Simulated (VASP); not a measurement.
# MgO (P4/nmm) in VASP: a series of runs

The runs below take MgO through single point, with PBE.

Everything below comes from runs of VASP 6.6.1. Logs are shortened: lines on timing, memory, paths and dates and some standing lists are left out, and cuts for length are marked.

**1. The cell of the first run**

It takes space group P4/nmm (No. 129, tetragonal). The conventional cell has a = 3.008 Å, b = 3.008 Å, c = 4.254 Å, α = 90.00°, β = 90.00°, γ = 90.00°. Within 2.4 Å of Mg (site symmetry 4mm) lie 5 O at 1.79 to 2.14 Å. Within 2.4 Å of O (site symmetry 4mm) lie 5 Mg at 1.79 to 2.14 Å.

**2. Single point, PBE (mode 9 (400.1 1/cm) frozen in, largest displacement -0.300 Å)**

The input, INCAR:

```
SYSTEM = MgO
  PREC = Accurate
  ENCUT = 520
  EDIFF = 1E-7
  ISMEAR = 0
  SIGMA = 0.05
  LREAL = .False.
  LASPH = .True.
  NELM = 100
  ALGO = Normal
  ISIF = 2
  LWAVE = .False.
  LCHARG = .False.
  GGA = PE
  NBANDS = 16
```

The input, KPOINTS:

```
Automatic mesh
0
Gamma
  8 8 6
  0 0 0
```

The input, POSCAR:

```
MgO
1.0
    0.0000000000     -2.1269229054     -2.1269229054
    0.0000000000      2.1269229054     -2.1269229054
    4.2538458108      0.0000000000      0.0000000000
Mg O
2 2
Direct
    0.5000000000      0.5000000000      0.4294755820
    0.0000000000      0.0000000000      0.0705244180
    0.5000000000      0.5000000000      0.0097349675
    0.0000000000      0.0000000000      0.4902650325
```

Potentials or basis: VASP PAW PBE potentials, release 64 (Mg, O).

The run is started by

```console
> cat potpaw_PBE.64/Mg/POTCAR potpaw_PBE.64/O/POTCAR > POTCAR
> mpirun -np 1 vasp_std > vasp.out
```

OUTCAR:

```text
SYSTEM = MgO
   PREC = Accurate
   ENCUT = 520
   EDIFF = 1E-7
   ISMEAR = 0
   LREAL = .False.
   LASPH = .True.
   NELM = 100
   ISIF = 2
   GGA = PE

 ion  position               nearest neighbor table
   1  0.500  0.500  0.429-   3 1.79   4 2.14   4 2.14   4 2.14   4 2.14   3 2.47   2 2.62   2 2.62
                             2 2.62   2 2.62   2 3.46   2 3.46   2 3.46   2 3.46
   2  0.000  0.000  0.071-   4 1.79   3 2.14   3 2.14   3 2.14   3 2.14   4 2.47   1 2.62   1 2.62
                             1 2.62   1 2.62   1 3.46   1 3.46   1 3.46   1 3.46
   3  0.500  0.500  0.010-   1 1.79   2 2.14   2 2.14   2 2.14   2 2.14   1 2.47
   4  0.000  0.000  0.490-   2 1.79   1 2.14   1 2.14   1 2.14   1 2.14   2 2.47

  LATTYP: Found a simple tetragonal cell.
 ALAT       =     3.0079232189
 C/A-ratio  =     1.4142135624

  Lattice vectors:

 A1 = (   0.0000000000,  -2.1269229054,  -2.1269229054)
 A2 = (   0.0000000000,   2.1269229054,  -2.1269229054)
 A3 = (   4.2538458108,   0.0000000000,   0.0000000000)

Analysis of symmetry for initial positions (statically):
=====================================================================
 Subroutine PRICEL returns:
 Original cell was already a primitive cell.

 Routine SETGRP: Setting up the symmetry group for a
 simple tetragonal supercell.

 Subroutine GETGRP returns: Found 16 space group operations
 (whereof  8 operations were pure point group operations)
 out of a pool of 16 trial point group operations.

The static configuration has the point symmetry C_4v.
 The point group associated with its full space group is D_4h.

Analysis of symmetry for dynamics (positions and initial velocities):
=====================================================================
 Subroutine PRICEL returns:
 Original cell was already a primitive cell.

 Routine SETGRP: Setting up the symmetry group for a
 simple tetragonal supercell.

 Subroutine GETGRP returns: Found 16 space group operations
 (whereof  8 operations were pure point group operations)
 out of a pool of 16 trial point group operations.

The dynamic configuration has the point symmetry C_4v.
 The point group associated with its full space group is D_4h.

 Subroutine INISYM returns: Found 16 space group operations
 (whereof  8 operations are pure point group operations),
 and found     1 'primitive' translations

----------------------------------------------------------------------------------------

                                     Primitive cell

  volume of cell :      38.4871

  direct lattice vectors                    reciprocal lattice vectors
     0.000000000 -2.126922905 -2.126922905     0.000000000 -0.235081393 -0.235081393
     0.000000000  2.126922905 -2.126922905     0.000000000  0.235081393 -0.235081393
     4.253845811  0.000000000  0.000000000     0.235081393  0.000000000  0.000000000

  length of vectors
     3.007923219  3.007923219  4.253845811     0.332455295  0.332455295  0.235081393

  position of ions in fractional coordinates (direct lattice)
     0.500000000  0.500000000  0.429475582
     0.000000000  0.000000000  0.070524418
     0.500000000  0.500000000  0.009734968
     0.000000000  0.000000000  0.490265032

  ion indices of the primitive-cell ions
   primitive index   ion index
                 1           1
                 2           2
                 3           3
                 4           4

----------------------------------------------------------------------------------------

 KPOINTS: Automatic mesh

Automatic generation of k-mesh.
 Grid dimensions read from file:
 generate k-points for:    8    8    6

 Generating k-lattice:

  Cartesian coordinates                     Fractional coordinates (reciprocal lattice)
     0.000000000 -0.029385174 -0.029385174     0.125000000  0.000000000  0.000000000
     0.000000000  0.029385174 -0.029385174     0.000000000  0.125000000  0.000000000
     0.039180232  0.000000000  0.000000000     0.000000000  0.000000000  0.166666667

  Length of vectors
     0.041556912  0.041556912  0.039180232

  Shift w.r.t. Gamma in fractional coordinates (k-lattice)
     0.000000000  0.000000000  0.000000000

 Subroutine IBZKPT returns following result:
 ===========================================

 Found     60 irreducible k-points:

 Following reciprocal coordinates:
            Coordinates               Weight
  0.000000  0.000000  0.000000      1.000000
  0.125000  0.000000  0.000000      4.000000
  0.250000  0.000000  0.000000      4.000000
  0.375000  0.000000  0.000000      4.000000
  0.500000  0.000000  0.000000      2.000000
  0.125000  0.125000  0.000000      4.000000
[... 16 lines left out ...]
  0.375000  0.125000  0.166667     16.000000
  0.500000  0.125000  0.166667      8.000000
 [... further k-points ...]
   k-points           NKPTS =     60   k-points in BZ     NKDIM =     60   number of bands    NBANDS=     16
   number of dos      NEDOS =    301   number of ions     NIONS =      4
   total plane-waves  NPLWV =  18432
   dimension x,y,z NGX =    24 NGY =   24 NGZ =   32
   dimension x,y,z NGXF=    48 NGYF=   48 NGZF=   64
   ions per type =               2   2
   NGX,Y,Z   is equivalent  to a cutoff of  13.26, 13.26, 12.51 a.u.
   NGXF,Y,Z  is equivalent  to a cutoff of  26.53, 26.53, 25.01 a.u.
 SYSTEM =  MgO
   PREC   = accura    normal or accurate (medium, high low for compatibility)
   ISTART =      0    job   : 0-new  1-cont  2-samecut
   ICHARG =      2    charge: 1-file 2-atom 10-const
   ISPIN  =      1    spin polarized calculation?
   LNONCOLLINEAR =      F non collinear calculations
   LSORBIT =      F    spin-orbit coupling
   LASPH  =      T    aspherical Exc in radial PAW
   ENCUT  =  520.0 eV  38.22 Ry    6.18 a.u.   5.59  5.59  7.91*2*pi/ulx,y,z
   NELM   =    100;   NELMIN=  2; NELMDL= -5     # of ELM steps
   EDIFF  = 0.1E-06   stopping-criterion for ELM
   LREAL  =      F    real-space projection
   EDIFFG = 0.1E-05   stopping-criterion for IOM
   NSW    =      0    number of steps for IOM
   IBRION =     -1    ionic relax: 0-MD 1-quasi-New 2-CG
   NFREE  =      0    steps in history (QN), initial steepest desc. (CG)
   ISIF   =      2    stress and relaxation
   ISYM   =      2    0-nonsym 1-usesym 2-fastsym
   POTIM  = 0.5000    time-step for ionic-motion
   TEBEG  =    0.0;   TEEND  =   0.0 temperature during run
   PSTRESS=    0.0 pullay stress
   NELECT =      16.0000    total number of electrons
   NUPDOWN=      -1.0000    fix difference up-down
   EMIN   =  10.00;   EMAX   =-10.00  energy-range for DOS
   EFERMI =   0.00;   METHOD = LEGACY
   ISMEAR =     0;   SIGMA  =   0.05  broadening in eV -4-tet -1-fermi 0-gaus
   EFERMI_NEDOS =   21; number of points for ismear=-14 and -15
   IALGO  =     38    algorithm
   IMIX   =      4    mixing-type and parameters
     AMIX     =   0.40;   BMIX     =  1.00
     AMIX_MAG =   1.60;   BMIX_MAG =  1.00
  volume/ion in A,a.u.               =       9.62        64.93
  Fermi-wavevector in a.u.,A,eV,Ry     =   1.221827  2.308918 20.311613  1.492861
  Thomas-Fermi vector in A             =   2.356996
   LORBIT       =      0    0 simple, 1 ext, 2 COOP (PROOUT), +10 PAW based schemes
   GGA     = PE    functional components
   LHFCALC =     F    Hartree Fock is set to
   AEXX    =    0.0000 exact exchange contribution
   IVDW    =     0    specifies the selected vdW correction
   LEPSILON=     F    determine dielectric tensor
   LRPA    =     F    only Hartree local field effects (RPA)
 non-spin polarized calculation
 Gauss-broadening in eV      SIGMA  =   0.05
  energy-cutoff  :      520.00
  volume of cell :       38.49
 maximum number of plane-waves:      1056
 NGX is ok and might be reduce to    24
   NGX = 11   NGY = 11   NGZ = 15

 number of electron      16.0000008 magnetization

 Free energy of the ion-electron system (eV)
  ---------------------------------------------------
  ext. energy  EPLUGINS =         0.00000000
  ---------------------------------------------------
  free energy    TOTEN  =       -22.23782842 eV

  energy without entropy =      -22.23782842  energy(sigma->0) =      -22.23782842

 E-fermi :   3.0620     XC(G=0): -10.8478

 val. band max:        2.7886752895   @ k =   0.0000   0.0000   0.0000
 cond. band min:       7.2753128927   @ k =   0.0000   0.0000   0.0000
 fundamental gap:      4.4866376032
 Fermi energy:         3.0619775633

 k-point     1 :       0.0000    0.0000    0.0000
  band No.  band energies     occupation
      1     -14.3720      2.00000
      2     -12.9277      2.00000
      3      -0.8286      2.00000
      4       1.4590      2.00000
      5       1.4590      2.00000
      6       2.7553      2.00000
[... 8 lines left out ...]
     15      18.8697      0.00000
     16      21.8059      0.00000

 k-point     2 :       0.1250    0.0000    0.0000
  band No.  band energies     occupation
      1     -14.2686      2.00000
      2     -12.9163      2.00000
      3      -0.6888      2.00000
      4       1.0118      2.00000
      5       1.5127      2.00000
      6       2.1144      2.00000
[... 8 lines left out ...]
     15      19.0409      0.00000
     16      21.0671      0.00000

 k-point     3 :       0.2500    0.0000    0.0000
  band No.  band energies     occupation
      1     -13.9852      2.00000
      2     -12.9156      2.00000
      3      -0.2981      2.00000
      4       0.1186      2.00000
      5       0.9322      2.00000
      6       1.6651      2.00000
[... 8 lines left out ...]
     15      19.3913      0.00000
     16      20.8166      0.00000
[... 362 lines left out ...]
 k-point    23 :       0.3750    0.1250    0.1667
  band No.  band energies     occupation
      1     -13.4929      2.00000
      2     -12.9981      2.00000
      3      -0.8276      2.00000
      4      -0.4749      2.00000
      5       0.8057      2.00000
      6       1.7140      2.00000
[... 8 lines left out ...]
     15      19.2625      0.00000
     16      19.7118      0.00000

 k-point    24 :       0.5000    0.1250    0.1667
  band No.  band energies     occupation
      1     -13.1820      2.00000
      2     -13.1820      2.00000
      3      -0.9267      2.00000
      4      -0.9267      2.00000
      5       1.3890      2.00000
      6       1.3890      2.00000
[... 8 lines left out ...]
     15      19.4746      0.00000
     16      19.4746      0.00000

 [... further k-points ...]

------------------------ aborting loop because EDIFF is reached ----------------------------------------

  FORCE on cell =-STRESS in cart. coord.  units (eV):
  Direction    XX          YY          ZZ          XY          YZ          ZX
  --------------------------------------------------------------------------------------
  -------------------------------------------------------------------------------------
  Total        9.7000376      1.1881993      1.1881993      0.0000000      0.0000000      0.0000000
  in kB      403.8022782     49.4634766     49.4634766      0.0000000      0.0000000      0.0000000
  external PRESSURE =     167.5764104 kB  Pullay stress =       0.0000000 kB

 VOLUME and BASIS-vectors are now :
 -----------------------------------------------------------------------------
  energy-cutoff  :      520.00
  volume of cell :       38.49
      direct lattice vectors                 reciprocal lattice vectors
     0.000000000 -2.126922905 -2.126922905     0.000000000 -0.235081393 -0.235081393
     0.000000000  2.126922905 -2.126922905     0.000000000  0.235081393 -0.235081393
     4.253845811  0.000000000  0.000000000     0.235081393  0.000000000  0.000000000

 POSITION                                       TOTAL-FORCE (eV/Angst)
 -----------------------------------------------------------------------------------
      1.82692      0.00000     -2.12692         5.993787      0.000000      0.000000
      0.30000      0.00000      0.00000        -5.993787     -0.000000     -0.000000
      0.04141      0.00000     -2.12692        -1.920462     -0.000000     -0.000000
      2.08551      0.00000      0.00000         1.920462      0.000000      0.000000
 -----------------------------------------------------------------------------------
    total drift:                                0.000000     -0.000000      0.000000

  FREE ENERGIE OF THE ION-ELECTRON SYSTEM (eV)
  ---------------------------------------------------
  free  energy   TOTEN  =       -22.2378284235 eV

  energy  without entropy=      -22.2378284235  energy(sigma->0) =      -22.23782842
```

Run time: 45 s. Hardware: 1 thread of Intel Xeon 8259CL, shared host; peak memory 0.17 GiB.

What came out:

```yaml
Free_energy: -22.2378 eV
Pressure: 16.8 GPa
Largest_force: 5.994 eV/Å
Band_gap_on_the_k_mesh: 4.49 eV, direct
```

Forces on the atoms (eV/Å):
```
Mg   5.994  0.000  0.000
Mg  -5.994  0.000  0.000
O   -1.920  0.000  0.000
O    1.920  0.000  0.000
```

Levels at points of the mesh, in eV from the valence-band top:
```tsv
k point	band 4	band 5	band 6	band 7	band 8	band 9	band 10	band 11	band 12	band 13
(0.00, 0.00, 0.00)	-1.33	-1.33	-0.03	-0.03	0.00	4.49	8.69	9.55	12.45	15.81
(0.50, 0.00, 0.00)	-3.47	-1.66	-1.66	-0.64	-0.64	9.23	9.23	11.32	11.32	14.02
(0.50, 0.50, 0.00)	-4.01	-1.34	-1.34	-1.13	-1.13	9.31	9.31	9.62	9.62	13.16
(0.00, 0.00, 0.50)	-2.24	-0.93	-0.93	-0.54	-0.54	7.07	8.04	9.55	12.77	14.49
(0.50, 0.00, 0.50)	-4.38	-0.64	-0.64	-0.56	-0.56	7.78	7.78	12.12	12.12	16.00
(0.50, 0.50, 0.50)	-3.31	-2.44	-2.44	-1.51	-1.51	10.80	10.80	11.29	11.29	12.68
```

Caveat: the cell differs from its parent crystal (mode 9 (400.1 1/cm) frozen in, largest displacement -0.300 Å); forces of over 1 eV/Å act on the atoms, so gaps and moduli don't describe the material at rest.

**3. Single point, PBE (mode 9 (400.1 1/cm) frozen in, largest displacement +0.225 Å)**

The input, INCAR:

```
PREC = Accurate ; ENCUT = 520
EDIFF = 1E-6 ; ISMEAR = 0
SIGMA = 0.05 ; LREAL = False
LASPH = True ; NELM = 80
ALGO = Normal ; ISIF = 2
LWAVE = False ; LCHARG = False
GGA = PE ; NBANDS = 16
```

The input, KPOINTS:

```
regular mesh
0
Gamma
  8 8 6
```

The input, POSCAR:

```
MgO
1.0
    0.0000000000     -2.1269229054     -2.1269229054
    0.0000000000      2.1269229054     -2.1269229054
    4.2538458108      0.0000000000      0.0000000000
Mg O
2 2
Direct
    0.5000000000      0.5000000000      0.5528933135
    0.0000000000      0.0000000000     -0.0528933135
    0.5000000000      0.5000000000     -0.0073012256
    0.0000000000      0.0000000000      0.5073012256
```

Potentials or basis: VASP PAW PBE potentials, release 64 (Mg, O).

The run is started by

```console
> cat potpaw_PBE.64/Mg/POTCAR potpaw_PBE.64/O/POTCAR > POTCAR
> mpirun -np 1 vasp_std > vasp.out
```

It took 46 s on 1 thread of Intel Xeon 8259CL, shared host; peak memory 0.16 GiB.

Results (log left out):

```yaml
Free_energy: -23.0012 eV
Pressure: 8.6 GPa
Largest_force: 3.916 eV/Å
Band_gap_on_the_k_mesh: 4.49 eV, direct
```

Forces in eV/Å, atoms in the order of the input:
```
Mg  -3.916  0.000  0.000
Mg   3.916  0.000  0.000
O    0.900  0.000  0.000
O   -0.900  0.000  0.000
```

Stress tensor (GPa, compression positive):
```
21.00  0.00  0.00
 0.00  2.35  0.00
 0.00  0.00  2.35
```

Levels at points of the mesh, in eV from the valence-band top:
| k point | band 6 | band 7 | band 8 | band 9 | band 10 | band 11 |
| --- | --- | --- | --- | --- | --- | --- |
| (0.00, 0.00, 0.00) | -0.01 | -0.01 | 0.00 | 4.49 | 8.87 | 9.60 |
| (0.50, 0.00, 0.00) | -1.77 | -0.62 | -0.62 | 9.24 | 9.24 | 11.41 |
| (0.50, 0.50, 0.00) | -1.31 | -1.20 | -1.20 | 9.21 | 9.21 | 9.65 |
| (0.00, 0.00, 0.50) | -0.87 | -0.56 | -0.56 | 7.33 | 7.98 | 9.93 |
| (0.50, 0.00, 0.50) | -0.62 | -0.58 | -0.58 | 7.76 | 7.76 | 12.18 |
| (0.50, 0.50, 0.50) | -2.52 | -1.60 | -1.60 | 10.89 | 10.89 | 11.48 |

Caveat: the cell differs from its parent crystal (mode 9 (400.1 1/cm) frozen in, largest displacement +0.225 Å); forces of over 1 eV/Å act on the atoms, so gaps and moduli don't describe the material at rest.

**4. Single point, PBE (mode 9 (400.1 1/cm) frozen in, largest displacement -0.150 Å)**

The input, INCAR:

```
SYSTEM = MgO
  PREC = Accurate
  ENCUT = 520
  EDIFF = 1E-6
  ISMEAR = 0
  SIGMA = 0.05
  LREAL = .FALSE.
  LASPH = .TRUE.
  NELM = 100
  ALGO = Normal
  ISIF = 2
  LWAVE = .FALSE.
  LCHARG = .FALSE.
  GGA = PE
  NBANDS = 16
```

The input, KPOINTS:

```
Automatic mesh
0
G
  8 8 6
  0 0 0
```

The input, POSCAR:

```
MgO
1.0
    0.0000000000     -2.1269229054     -2.1269229054
    0.0000000000      2.1269229054     -2.1269229054
    4.2538458108      0.0000000000      0.0000000000
Mg O
2 2
Direct
    0.5000000000      0.5000000000      0.4647377910
    0.0000000000      0.0000000000      0.0352622090
    0.5000000000      0.5000000000      0.0048674838
    0.0000000000      0.0000000000      0.4951325162
```

The run is started by

```console
> cat potpaw_PBE.64/Mg/POTCAR potpaw_PBE.64/O/POTCAR > POTCAR
> mpirun -np 1 vasp_std > vasp.out
```

Wall time 49 s (1 thread of Intel Xeon 8259CL, shared host); peak memory 0.16 GiB.

Results (log left out):

```yaml
Free_energy: -23.4790 eV
Pressure: 3.2 GPa
Largest_force: 2.355 eV/Å
Band_gap_on_the_k_mesh: 4.47 eV, direct
```

Forces in eV/Å, atoms in the order of the input:
```
Mg   2.355  0.000  0.000
Mg  -2.355  0.000  0.000
O   -0.367  0.000  0.000
O    0.367  0.000  0.000
```

Stress tensor (GPa, compression positive):
```
8.51 0.00 0.00
0.00 0.59 0.00
0.00 0.00 0.59
```

Levels at points of the mesh, in eV from the valence-band top:
| k point | band 4 | band 5 | band 6 | band 7 | band 8 | band 9 | band 10 | band 11 | band 12 | band 13 |
| --- | --- | --- | --- | --- | --- | --- | --- | --- | --- | --- |
| (0.00, 0.00, 0.00) | -1.31 | -1.31 | 0.00 | 0.00 | 0.00 | 4.47 | 8.99 | 9.62 | 12.70 | 15.66 |
| (0.50, 0.00, 0.00) | -3.42 | -1.86 | -1.86 | -0.62 | -0.62 | 9.23 | 9.23 | 11.50 | 11.50 | 13.79 |
| (0.50, 0.50, 0.00) | -3.97 | -1.31 | -1.31 | -1.26 | -1.26 | 9.14 | 9.14 | 9.65 | 9.65 | 12.89 |
| (0.00, 0.00, 0.50) | -2.47 | -0.82 | -0.82 | -0.61 | -0.61 | 7.52 | 7.92 | 10.31 | 11.91 | 14.70 |
| (0.50, 0.00, 0.50) | -4.46 | -0.62 | -0.62 | -0.60 | -0.60 | 7.74 | 7.74 | 12.23 | 12.23 | 16.01 |
| (0.50, 0.50, 0.50) | -3.09 | -2.63 | -2.63 | -1.66 | -1.66 | 11.02 | 11.02 | 11.65 | 11.65 | 12.03 |

Caveat: the cell differs from its parent crystal (mode 9 (400.1 1/cm) frozen in, largest displacement -0.150 Å); forces of over 1 eV/Å act on the atoms, so gaps and moduli don't describe the material at rest.
